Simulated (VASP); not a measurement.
# Al (P-1) in VASP: further runs, part 2 of 2

VASP 6.6.1.

## Step 3: Single point, PBE (the part above a cut slid along it)

INCAR

```
PREC     = Accurate       # precision mode
ENCUT    = 520            # plane-wave cutoff, eV
EDIFF    = 1E-6           # SCF threshold, eV
ISMEAR   = 0              # smearing method
SIGMA    = 0.15           # smearing width, eV
LREAL    = F              # projectors in reciprocal space
LASPH    = T              # aspherical terms in the spheres
NELM     = 80             # most SCF steps
ALGO     = Fast           # electronic algorithm
ISIF     = 2              # what is computed and relaxed
LWAVE    = F              # write WAVECAR
LCHARG   = F              # write CHGCAR
GGA      = PE             # functional
NBANDS   = 14             # bands
```

KPOINTS

```
regular mesh
0
Gamma
  16 16 5
```

POSCAR

```
Al
1.0
   -1.6174623135      1.6174623135     -1.6174623135
   -1.6174623135     -1.6174623135      1.6174623135
   -0.1617462314      6.3081030228      6.6315954855
Al
4
Direct
    0.0000000000     -0.0875000000      0.8750000000
    0.5000000000      0.4875000000      0.1250000000
    0.0000000000     -0.0375000000      0.3750000000
    0.5000000000      0.4375000000      0.6250000000
```

Potentials or basis: VASP PAW PBE potentials, release 64 (Al).

Launch:

```console
> cat potpaw_PBE.64/Al/POTCAR > POTCAR
> mpirun -np 1 vasp_std > vasp.out
```

OUTCAR:

```text
PREC = Accurate
   ENCUT = 520
   EDIFF = 1E-6
   ISMEAR = 0
   LREAL = F
   LASPH = T
   NELM = 80
   ISIF = 2
   GGA = PE

 ion  position               nearest neighbor table
   1  0.000  0.913  0.875-   2 2.72   4 2.80   4 2.80   2 2.91   2 3.08   4 3.23   4 3.23
   2  0.500  0.487  0.125-   1 2.72   3 2.80   3 2.80   1 2.91   1 3.08   3 3.23   3 3.23
   3  0.000  0.962  0.375-   2 2.80   4 2.80   2 2.80   4 2.80   4 3.23   2 3.23   4 3.23   2 3.23

   4  0.500  0.438  0.625-   3 2.80   1 2.80   3 2.80   1 2.80   1 3.23   3 3.23   3 3.23   1 3.23

  LATTYP: Found a triclinic cell.
 ALAT       =     2.8015269063
 B/A-ratio  =     1.0000000000
 C/A-ratio  =     3.2675168962
 COS(alpha) =     0.0102014265
 COS(beta)  =     0.0306042794
 COS(gamma) =     0.3333333333

  Lattice vectors:

 A1 = (  -1.6174623135,  -1.6174623135,   1.6174623135)
 A2 = (   1.6174623135,  -1.6174623135,   1.6174623135)
 A3 = (  -0.1617462314,   6.3081030228,   6.6315954855)

Analysis of symmetry for initial positions (statically):
=====================================================================
 Subroutine PRICEL returns:
 Original cell was already a primitive cell.

 Routine SETGRP: Setting up the symmetry group for a
 triclinic supercell.

 Subroutine GETGRP returns: Found  2 space group operations
 (whereof  1 operations were pure point group operations)
 out of a pool of  2 trial point group operations.

The static configuration has the point symmetry C_1 .
 The point group associated with its full space group is S_2 .

Analysis of symmetry for dynamics (positions and initial velocities):
=====================================================================
 Subroutine PRICEL returns:
 Original cell was already a primitive cell.

 Routine SETGRP: Setting up the symmetry group for a
 triclinic supercell.

 Subroutine GETGRP returns: Found  2 space group operations
 (whereof  1 operations were pure point group operations)
 out of a pool of  2 trial point group operations.

The dynamic configuration has the point symmetry C_1 .
 The point group associated with its full space group is S_2 .

 Subroutine INISYM returns: Found  2 space group operations
 (whereof  1 operations are pure point group operations),
 and found     1 'primitive' translations

----------------------------------------------------------------------------------------

                                     Primitive cell

  volume of cell :      67.7053

  direct lattice vectors                    reciprocal lattice vectors
    -1.617462313  1.617462313 -1.617462313    -0.309126213  0.154563107 -0.154563107
    -1.617462313 -1.617462313  1.617462313    -0.309126213 -0.162291262  0.146834951
    -0.161746231  6.308103023  6.631595486     0.000000000  0.077281553  0.077281553

  length of vectors
     2.801526906  2.801526906  9.154036502     0.378600744  0.378758462  0.109292621

  position of ions in fractional coordinates (direct lattice)
     0.000000000  0.912500000  0.875000000
     0.500000000  0.487500000  0.125000000
     0.000000000  0.962500000  0.375000000
     0.500000000  0.437500000  0.625000000

  ion indices of the primitive-cell ions
   primitive index   ion index
                 1           1
                 2           2
[... 59 lines left out ...]
   dimension x,y,z NGX =    24 NGY =   24 NGZ =   70
   dimension x,y,z NGXF=    48 NGYF=   48 NGZF=  140
   ions per type =               4
   NGX,Y,Z   is equivalent  to a cutoff of  14.24, 14.24, 12.71 a.u.
   NGXF,Y,Z  is equivalent  to a cutoff of  28.48, 28.48, 25.43 a.u.
 SYSTEM =  unknown system
   PREC   = accura    normal or accurate (medium, high low for compatibility)
   ISTART =      0    job   : 0-new  1-cont  2-samecut
   ICHARG =      2    charge: 1-file 2-atom 10-const
   ISPIN  =      1    spin polarized calculation?
   LNONCOLLINEAR =      F non collinear calculations
   LSORBIT =      F    spin-orbit coupling
   LASPH  =      T    aspherical Exc in radial PAW
   ENCUT  =  520.0 eV  38.22 Ry    6.18 a.u.   5.21  5.21 17.02*2*pi/ulx,y,z
   NELM   =     80;   NELMIN=  2; NELMDL= -5     # of ELM steps
   EDIFF  = 0.1E-05   stopping-criterion for ELM
   LREAL  =      F    real-space projection
   EDIFFG = 0.1E-04   stopping-criterion for IOM
   NSW    =      0    number of steps for IOM
   IBRION =     -1    ionic relax: 0-MD 1-quasi-New 2-CG
   NFREE  =      0    steps in history (QN), initial steepest desc. (CG)
   ISIF   =      2    stress and relaxation
   ISYM   =      2    0-nonsym 1-usesym 2-fastsym
   POTIM  = 0.5000    time-step for ionic-motion
   TEBEG  =    0.0;   TEEND  =   0.0 temperature during run
   PSTRESS=    0.0 pullay stress
   NELECT =      12.0000    total number of electrons
   NUPDOWN=      -1.0000    fix difference up-down
   EMIN   =  10.00;   EMAX   =-10.00  energy-range for DOS
   EFERMI =   0.00;   METHOD = LEGACY
   ISMEAR =     0;   SIGMA  =   0.15  broadening in eV -4-tet -1-fermi 0-gaus
   EFERMI_NEDOS =   21; number of points for ismear=-14 and -15
   IALGO  =     68    algorithm
   IMIX   =      4    mixing-type and parameters
     AMIX     =   0.40;   BMIX     =  1.00
     AMIX_MAG =   1.60;   BMIX_MAG =  1.00
  volume/ion in A,a.u.               =      16.93       114.22
  Fermi-wavevector in a.u.,A,eV,Ry     =   0.919590  1.737774 11.505718  0.845646
  Thomas-Fermi vector in A             =   2.044801
   LORBIT       =      0    0 simple, 1 ext, 2 COOP (PROOUT), +10 PAW based schemes
   GGA     = PE    functional components
   LHFCALC =     F    Hartree Fock is set to
   AEXX    =    0.0000 exact exchange contribution
   IVDW    =     0    specifies the selected vdW correction
   LEPSILON=     F    determine dielectric tensor
   LRPA    =     F    only Hartree local field effects (RPA)
 non-spin polarized calculation
 RMM-DIIS sequential band-by-band and
 Gauss-broadening in eV      SIGMA  =   0.15
  energy-cutoff  :      520.00
  volume of cell :       67.71
 maximum number of plane-waves:      1840
 NGX is ok and might be reduce to    24
   NGX = 11   NGY = 11   NGZ = 35

 number of electron      12.0000000 magnetization

 Free energy of the ion-electron system (eV)
  ---------------------------------------------------
  ext. energy  EPLUGINS =         0.00000000
  ---------------------------------------------------
  free energy    TOTEN  =       -14.60428586 eV

  energy without entropy =      -14.58284431  energy(sigma->0) =      -14.59356508

 E-fermi :   7.7246     XC(G=0): -10.1083

 val. band max:        7.7236254941   @ k =   0.4375   0.0625  -0.0000
 cond. band min:       7.7276556829   @ k =  -0.3750   0.0625   0.2000
 fundamental gap:      0.0040301888
 Fermi energy:         7.7245795913

 k-point     1 :       0.0000    0.0000    0.0000
  band No.  band energies     occupation
      1      -3.2188      2.00000
      2      -1.4600      2.00000
      3      -1.4597      2.00000
      4       3.5106      2.00000
      5       3.9055      2.00000
      6      11.9588      0.00000
      7      11.9706      0.00000
      8      15.7304      0.00000
      9      15.9583      0.00000
     10      17.0664      0.00000
     11      17.0757      0.00000
     12      17.4473      0.00000
     13      17.6164      0.00000
     14      17.7237      0.00000
[... 377 lines left out ...]
      1      -2.9149      2.00000
      2      -1.1814      2.00000
      3      -1.1375      2.00000
      4       3.7887      2.00000
      5       4.2073      2.00000
      6      12.1426      0.00000
      7      12.2755      0.00000
      8      12.9005      0.00000
      9      14.4506      0.00000
     10      14.4814      0.00000
     11      16.7530      0.00000
     12      17.7768      0.00000
     13      18.0674      0.00000
     14      18.3194      0.00000

 [... further k-points ...]

------------------------ aborting loop because EDIFF is reached ----------------------------------------

  FORCE on cell =-STRESS in cart. coord.  units (eV):
  Direction    XX          YY          ZZ          XY          YZ          ZX
  --------------------------------------------------------------------------------------
  -------------------------------------------------------------------------------------
  Total       -0.0486023     -0.0157768      0.1753723      0.1974499      0.0235639      0.1644438
  in kB       -1.1501235     -0.3733428      4.1500100      4.6724547      0.5576152      3.8913978
  external PRESSURE =       0.8755146 kB  Pullay stress =       0.0000000 kB

 VOLUME and BASIS-vectors are now :
 -----------------------------------------------------------------------------
  energy-cutoff  :      520.00
  volume of cell :       67.71
      direct lattice vectors                 reciprocal lattice vectors
    -1.617462313  1.617462313 -1.617462313    -0.309126213  0.154563107 -0.154563107
    -1.617462313 -1.617462313  1.617462313    -0.309126213 -0.162291262  0.146834951
    -0.161746231  6.308103023  6.631595486     0.000000000  0.077281553  0.077281553

 POSITION                                       TOTAL-FORCE (eV/Angst)
 -----------------------------------------------------------------------------------
     -1.61746      4.04366      7.27858        -0.140771      0.027394     -0.081513
     -1.61746      0.80873      0.80873         0.140771     -0.027394      0.081513
     -1.61746      0.80873      4.04366        -0.008326     -0.011807      0.007286
     -1.61746      4.04366      4.04366         0.008326      0.011807     -0.007286
 -----------------------------------------------------------------------------------
    total drift:                               -0.000000     -0.000000      0.000000

  FREE ENERGIE OF THE ION-ELECTRON SYSTEM (eV)
  ---------------------------------------------------
  free  energy   TOTEN  =       -14.6042858565 eV

  energy  without entropy=      -14.5828443102  energy(sigma->0) =      -14.59356508
```

Wall time 9.1 min (1 thread of Intel Xeon 8259CL, shared host); peak memory 0.53 GiB.

What came out:

- Free energy: -14.6043 eV
- Pressure: 0.1 GPa
- Largest force: 0.165 eV/Å
- Band gap on the k mesh: zero (bands 6 and 7 overlap by 6.45 eV)

Forces on the atoms (eV/Å):
```
Al  -0.141  0.027 -0.082
Al   0.141 -0.027  0.082
Al  -0.008 -0.012  0.007
Al   0.008  0.012 -0.007
```

Levels at points of the mesh, in eV from the Fermi level:
| k point | band 3 | band 4 | band 5 | band 6 | band 7 | band 8 | band 9 | band 10 |
| --- | --- | --- | --- | --- | --- | --- | --- | --- |
| (0.00, 0.00, 0.00) | -9.18 | -4.21 | -3.82 | 4.23 | 4.25 | 8.01 | 8.23 | 9.34 |
| (0.50, 0.00, 0.00) | -4.22 | -4.21 | -3.82 | -3.82 | 0.70 | 0.74 | 1.29 | 1.30 |
| (0.00, 0.50, 0.00) | -4.32 | -4.12 | -4.02 | -3.59 | 0.48 | 0.67 | 1.42 | 1.50 |
| (0.50, 0.50, 0.00) | -2.65 | -2.60 | -2.09 | -2.03 | 1.50 | 1.85 | 2.20 | 2.89 |

Caveat: the cell differs from its parent crystal (the part above a cut slid along it).

## Step 4: Single point, PBE (the part above a cut slid along it)

INCAR

```
  PREC = Accurate
  ENCUT = 520
  EDIFF = 1E-6
  ISMEAR = 0
  SIGMA = 0.15
  LREAL = False
  LASPH = True
  NELM = 60
  ALGO = Fast
  ISIF = 2
  LWAVE = False
  LCHARG = False
  GGA = PE
  NBANDS = 14
```

KPOINTS is that of step 3.

POSCAR

```
Al
1.0
   -1.6174623135      1.6174623135     -1.6174623135
   -1.6174623135     -1.6174623135      1.6174623135
   -0.4852386940      6.3081030228      6.6315954855
Al
4
Direct
   -0.0875000000     -0.1750000000      0.8750000000
    0.4875000000      0.4750000000      0.1250000000
   -0.0375000000     -0.0750000000      0.3750000000
    0.4375000000      0.3750000000      0.6250000000
```

Launch:

```console
> cat potpaw_PBE.64/Al/POTCAR > POTCAR
> mpirun -np 1 vasp_std > vasp.out
```

It took 8 min on 1 thread of Intel Xeon Platinum 8259CL at 2.50GHz (Skylake/Cascade Lake), shared host; peak memory 0.53 GiB.

The run converged. Its results:

| Property | Result |
| --- | --- |
| Free energy | -14.5217 eV |
| Pressure | 0.8 GPa |
| Largest force | 0.597 eV/Å |
| Band gap on the k mesh | zero (bands 6 and 7 overlap by 6.49 eV) |

Forces in eV/Å, atoms in the order of the input:
```
Al  -0.401 -0.216 -0.386
Al   0.401  0.216  0.386
Al  -0.022 -0.020 -0.005
Al   0.022  0.020  0.005
```

Stress tensor (GPa, compression positive):
```
0.17 1.15 1.26
1.15 0.45 0.98
1.26 0.98 1.82
```

Levels at points of the mesh, in eV from the Fermi level:
| k point | band 3 | band 4 | band 5 | band 6 | band 7 | band 8 | band 9 | band 10 |
| --- | --- | --- | --- | --- | --- | --- | --- | --- |
| (0.00, 0.00, 0.00) | -9.17 | -4.21 | -3.80 | 4.18 | 4.27 | 8.12 | 8.31 | 9.18 |
| (0.50, 0.00, 0.00) | -4.30 | -4.11 | -4.01 | -3.57 | 0.47 | 0.69 | 1.40 | 1.53 |
| (0.00, 0.50, 0.00) | -4.41 | -4.28 | -3.92 | -3.34 | 0.15 | 0.48 | 1.66 | 1.88 |
| (0.50, 0.50, 0.00) | -2.64 | -2.58 | -2.07 | -2.03 | 1.44 | 1.93 | 2.23 | 2.86 |

Caveat: the cell differs from its parent crystal (the part above a cut slid along it).

## Step 5: Single point, PBE (the part above a cut slid along it)

INCAR

```
SYSTEM = Al
  PREC = Accurate
  ENCUT = 520
  EDIFF = 1E-6
  ISMEAR = 0
  SIGMA = 0.15
  LREAL = .FALSE.
  LASPH = .TRUE.
  NELM = 80
  ALGO = Fast
  ISIF = 2
  LWAVE = .FALSE.
  LCHARG = .TRUE.
  GGA = PE
  LELF = .TRUE.
  LVHAR = .TRUE.
  NBANDS = 14
```

KPOINTS

```
Automatic mesh
0
G
  16 16 5
  0 0 0
```

POSCAR

```
Al
1.0
   -1.6174623135      1.6174623135     -1.6174623135
   -1.6174623135     -1.6174623135      1.6174623135
   -0.8087311568      5.9846105601      6.9550879482
Al
4
Direct
   -0.0875000000     -0.3500000000      0.8750000000
    0.4875000000      0.4500000000      0.1250000000
   -0.0375000000     -0.1500000000      0.3750000000
    0.4375000000      0.2500000000      0.6250000000
```

Potentials or basis: VASP PAW PBE potentials, release 64 (Al).

Launch:

```console
> cat potpaw_PBE.64/Al/POTCAR > POTCAR
> mpirun -np 1 vasp_std > vasp.out
```

OUTCAR:

```text
SYSTEM = Al
   PREC = Accurate
   ENCUT = 520
   EDIFF = 1E-6
   ISMEAR = 0
   LREAL = .FALSE.
   LASPH = .TRUE.
   NELM = 80
   ISIF = 2
   GGA = PE

 ion  position               nearest neighbor table
   1  0.913  0.650  0.875-   2 2.52   4 2.80   4 2.80   2 2.91   4 3.23   4 3.23
   2  0.487  0.450  0.125-   1 2.52   3 2.80   3 2.80   1 2.91   3 3.23   3 3.23
   3  0.962  0.850  0.375-   2 2.80   4 2.80   4 2.80   2 2.80   4 3.23   2 3.23   2 3.23   4 3.23

   4  0.438  0.250  0.625-   3 2.80   1 2.80   3 2.80   1 2.80   1 3.23   3 3.23   3 3.23   1 3.23

  LATTYP: Found a triclinic cell.
[... 617 lines left out ...]
  -------------------------------------------------------------------------------------
  Total       -0.2087945      0.3188143      1.5444111      0.4079314      0.4084999      0.5723143
  in kB       -4.9409125      7.5444204     36.5469379      9.6532874      9.6667404     13.5432427
  external PRESSURE =      13.0501486 kB  Pullay stress =       0.0000000 kB

 VOLUME and BASIS-vectors are now :
 -----------------------------------------------------------------------------
  energy-cutoff  :      520.00
  volume of cell :       67.71
      direct lattice vectors                 reciprocal lattice vectors
    -1.617462313  1.617462313 -1.617462313    -0.309126213  0.146834951 -0.162291262
    -1.617462313 -1.617462313  1.617462313    -0.309126213 -0.185475728  0.123650485
    -0.808731157  5.984610560  6.955087948     0.000000000  0.077281553  0.077281553

 POSITION                                       TOTAL-FORCE (eV/Angst)
 -----------------------------------------------------------------------------------
     -3.23492      5.66112      5.66112        -0.335523     -0.251120     -0.694847
     -1.61746      0.80873      0.80873         0.335523      0.251120      0.694847
     -3.23492      2.42619      2.42619        -0.016121     -0.031581     -0.023774
     -1.61746      4.04366      4.04366         0.016121      0.031581      0.023774
 -----------------------------------------------------------------------------------
    total drift:                               -0.000000      0.000000     -0.000000

  FREE ENERGIE OF THE ION-ELECTRON SYSTEM (eV)
  ---------------------------------------------------
  free  energy   TOTEN  =       -14.5065277144 eV

  energy  without entropy=      -14.4882214180  energy(sigma->0) =      -14.49737457
```

OSZICAR:

```text
N       E                     dE             d eps       ncg     rms          rms(c)
DAV:   1     0.583172609907E+01    0.58317E+01   -0.42685E+03 17976   0.681E+02
DAV:   2    -0.139600519742E+02   -0.19792E+02   -0.18296E+02 23414   0.856E+01
DAV:   3    -0.145969255377E+02   -0.63687E+00   -0.62900E+00 23576   0.127E+01
DAV:   4    -0.146013663854E+02   -0.44408E-02   -0.44399E-02 21452   0.133E+00
DAV:   5    -0.146014186716E+02   -0.52286E-04   -0.52285E-04 23780   0.149E-01    0.250E+00
RMM:   6    -0.145441915504E+02    0.57227E-01   -0.85388E-03 18634   0.465E-01    0.145E+00
RMM:   7    -0.145097010287E+02    0.34491E-01   -0.12657E-02 18417   0.592E-01    0.279E-01
RMM:   8    -0.145067378837E+02    0.29631E-02   -0.13789E-03 19363   0.210E-01    0.150E-01
RMM:   9    -0.145065511143E+02    0.18677E-03   -0.26128E-04 20378   0.935E-02    0.338E-02
RMM:  10    -0.145065266891E+02    0.24425E-04   -0.83070E-05 20568   0.493E-02    0.252E-02
RMM:  11    -0.145065298748E+02   -0.31858E-05   -0.18053E-05 21138   0.298E-02    0.390E-03
RMM:  12    -0.145065278246E+02    0.20503E-05   -0.51767E-06 20526   0.135E-02    0.173E-03
RMM:  13    -0.145065277144E+02    0.11021E-06   -0.12813E-06 13691   0.793E-03
   1 F= -.14506528E+02 E0= -.14497375E+02  d E =-.183063E-01
```

Wall time 7.9 min (1 thread of Intel Xeon Platinum 8259CL at 2.50GHz (Skylake/Cascade Lake), shared host); peak memory 0.54 GiB.

Results:

```yaml
Free_energy: -14.5065 eV
Pressure: 1.3 GPa
Largest_force: 0.811 eV/Å
Band_gap_on_the_k_mesh: zero (bands 6 and 7 overlap by 6.50 eV)
```

Forces in eV/Å, atoms in the order of the input:
```
Al  -0.336 -0.251 -0.695
Al   0.336  0.251  0.695
Al  -0.016 -0.032 -0.024
Al   0.016  0.032  0.024
```

Levels at points of the mesh, in eV from the Fermi level:
```
           k point  band 2  band 3  band 4  band 5  band 6  band 7  band 8  band 9  band 10  band 11
(0.00, 0.00, 0.00)   -9.17   -9.16   -4.22   -3.79    4.12    4.27    8.21    8.43     8.90     9.10
(0.50, 0.00, 0.00)   -5.67   -4.31   -4.12   -4.01   -3.56    0.46    0.66    1.38     1.54     7.32
(0.00, 0.50, 0.00)   -5.54   -4.66   -4.60   -3.57   -2.93   -0.49   -0.01    2.26     2.62     6.53
(0.50, 0.50, 0.00)   -3.82   -2.94   -2.73   -1.88   -1.64    0.90    2.07    2.38     2.67     2.93
```

Caveat: the cell differs from its parent crystal (the part above a cut slid along it).

## Step 6: Overview

```tsv
cell	gap on the mesh (eV)	pressure (GPa)	largest force (eV/Å)
a = 2.802, b = 2.802, c = 9.290 Å, angles 80.2, 91.7, 109.5°, 4 atoms	none	0.9	0.47
a = 2.802, b = 2.802, c = 9.154 Å, angles 88.2, 90.6, 109.5°, 4 atoms	none	0.1	0.16
a = 2.802, b = 2.802, c = 9.165 Å, angles 87.1, 89.4, 109.5°, 4 atoms	none	0.8	0.60
a = 2.802, b = 2.802, c = 9.211 Å, angles 83.6, 90.6, 109.5°, 4 atoms	none	1.3	0.81
```

Alike in all rows: task single point; level PBE; potentials or basis VASP PAW PBE potentials, release 64 (Al); no spin polarisation; k mesh 16 × 16 × 5; cutoff (eV) 520; smearing gaussian 0.15 eV.

Total energies depend on the potentials used, so only differences within one code and one set of settings carry meaning.
